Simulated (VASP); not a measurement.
W3S, 4 atoms in the cell. The cell holds a slab with vacuum, 4 atoms: a = 2.855 Å, b = 2.855 Å, c = 20.197 Å, α = 90.00°, β = 90.00°, γ = 120.00°. 

* Program: VASP 6.6.1
* Task: single point
* Functional: PBE
* Potentials or basis: VASP PAW PBE potentials, release 64 (W_sv, S)
* Cutoff: 520 eV
* k mesh: 9 × 9 × 1
* Occupations: gaussian, width 0.1 eV
* Spin: no spin polarisation
* Dipole correction: yes
* Further INCAR settings: ALGO = Normal; EDIFF = 1e-06; NBANDS = 32

Potentials or basis: VASP PAW PBE potentials, release 64 (W_sv, S).

Command:

```bash
$ cat potpaw_PBE.64/W_sv/POTCAR potpaw_PBE.64/S/POTCAR > POTCAR
$ mpirun -np 1 vasp_std > vasp.out
```

Hardware: 1 thread of Intel(R) Xeon(R) 6975P-C (Granite Rapids), on a shared host.

Q: How long does it take, and how much memory?

A: Wall time 3 min on 1 thread of Intel(R) Xeon(R) 6975P-C (Granite Rapids), with other jobs on the host, peak memory 0.34 GiB. Counts: scf iterations 25, k points 41.
